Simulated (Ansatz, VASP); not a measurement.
**One calculation of CdTe, two programs**

```xyz
2
Lattice="0.0000 3.2799 3.2799 3.2799 0.0000 3.2799 3.2799 3.2799 0.0000" Properties=species:S:1:pos:R:3 pbc="T T T"
Cd    0.0000    0.0000    0.0000
Te    1.6400    1.6400    1.6400
```

Alike in both runs: task single point; functional PBE-based screened hybrid; k mesh 4 × 4 × 4; no spin polarisation.

|  | VASP | Ansatz |
| --- | --- | --- |
| version | VASP 6.6.1 | Ansatz 0.2.0 |
| potentials or method | VASP PAW PBE potentials, release 64 (Cd, Te) | plane waves |
| plane-wave cutoff (eV) | 520 | 420 |
| occupations | gaussian, width 0.01 eV | fixed |
| valence electrons in the cell | 18 | 36 |

|  | VASP | Ansatz | Ansatz less VASP |
| --- | --- | --- | --- |
| gap on the k mesh at the Fermi level (eV) | 0.80 | 0.82 | +0.016 |
| pressure (GPa) | 1.1 | 1.0 | -0.08 |

VASP's potentials were made for PBE, not for PBE-based screened hybrid. VASP's potentials hold 18 valence electrons a cell and Ansatz's 36, so a difference there can come from the potentials and not from the codes. Ansatz's warnings: stress exchange threshold loose, stress scf threshold loose.

Neither program's run includes spin-orbit coupling.
